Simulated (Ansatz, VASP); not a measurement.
# LiNbO3 in VASP and in Ansatz

```
Li Nb O
1.0
     2.55596    1.47568    4.80060
    -2.55596    1.47568    4.80060
     0.00000   -2.95137    4.80060
Li Nb O
2 2 6
Cartesian
  0.0000 0.0000 3.6004
  0.0000 0.0000 10.8013
  0.0000 0.0000 0.0000
  0.0000 0.0000 7.2009
  -0.7585 -1.4757 6.0007
  1.6572 0.0809 6.0007
  -0.8987 1.3947 6.0007
  0.7585 1.4757 8.4010
  -1.6572 -0.0809 8.4010
  0.8987 -1.3947 8.4010
```

Alike in both runs: task single point; functional PBE; k mesh 6 × 6 × 6; occupations gaussian, width 0.05 eV; no spin polarisation.

|  | VASP | Ansatz |
| --- | --- | --- |
| version | VASP 6.6.1 | Ansatz 0.2.0 |
| potentials or method | VASP PAW PBE potentials, release 64 (Li_sv, Nb_sv, O), cutoff 520 eV | scalar-relativistic, plane waves, PAW |
| valence electrons in the cell | 68 | 68 |

```csv
,VASP,Ansatz,Ansatz less VASP
gap on the k mesh at the Fermi level (eV),2.33,2.34,+0.013
least direct gap on the mesh (eV),2.39,2.40,+0.013
rms of the force components (eV/Å),0.702,0.683,-0.0186
```

Atom by atom the forces differ by 0.019 eV/Å (rms over components). With one functional, cell and mesh, what is left measures potentials, basis and numerics.

Noted on VASP's run: the cutoff is under 1.25 times that of the potentials, so the pressure is a little rough.
